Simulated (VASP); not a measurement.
Write the native input for VASP 6.6.1 that does the following.

| Item | Value |
| --- | --- |
| Task | single point |
| Functional | PBE |
| Potentials or basis | VASP PAW PBE potentials, release 64 (Ho_3, Nb_sv, I), 4f in core |
| Cutoff | 500 eV |
| k mesh | 4 × 4 × 4 |
| Occupations | gaussian, width 0.1 eV |
| Spin | collinear spin |
| Starting moments | [0.0, 1.0, 1.0, 1.0, 0.0] μB |
| Dipole correction | no |
| Further INCAR settings | ALGO = Normal; EDIFF = 1e-06; NBANDS = 40 |

The structure of HoNb3I lies in POSCAR:

```
HoNb3I
1.0
    5.0680661806      0.0000000000      0.0000000000
    0.0000000000      5.0680661806      0.0000000000
    0.0000000000      0.0000000000      5.0680661806
Ho Nb I
1 3 1
Direct
    0.0000000000      0.0000000000      0.0000000000
    0.5000000000      0.0000000000      0.0000000000
    0.0000000000      0.5000000000      0.0000000000
    0.0000000000      0.0000000000      0.5000000000
    0.5000000000      0.5000000000      0.5000000000
```

The cell was generated, and may not be a known phase.

The input as run:

INCAR

```
  PREC = Accurate
  ENCUT = 500
  EDIFF = 1E-6
  ISMEAR = 0
  SIGMA = 0.1
  LREAL = False
  LASPH = True
  NELM = 200
  ALGO = Normal
  ISIF = 2
  LWAVE = False
  LCHARG = False
  ISPIN = 2
  MAGMOM = 0 1 1 1 0
  LORBIT = 11
  LMAXMIX = 6
  GGA = PE
  NBANDS = 40
  GGA_COMPAT = False
```

KPOINTS

```
Automatic mesh
0
Gamma
  4 4 4
```

Potentials or basis: VASP PAW PBE potentials, release 64 (Ho_3, Nb_sv, I), 4f in core.

Run with:

```console
$ cat potpaw_PBE.64/Ho_3/POTCAR potpaw_PBE.64/Nb_sv/POTCAR potpaw_PBE.64/I/POTCAR > POTCAR
$ mpirun -np 1 vasp_std > vasp.out
```

Results of the run:

The pressure is 1.0 GPa, the net moment is 0.00 μB per cell and the valence electrons inside the program's atomic spheres are Ho 10.25; Nb 10.69; I 4.11.

Caveat: the magnetic or orbital state may not be the lowest; the moments typed at the start vanished in this run.

Run time: 4.2 min on 1 thread of Intel(R) Xeon(R) Platinum 8259CL CPU @ 2.50GHz (Skylake/Cascade Lake), on a shared host, peak memory 0.32 GiB.
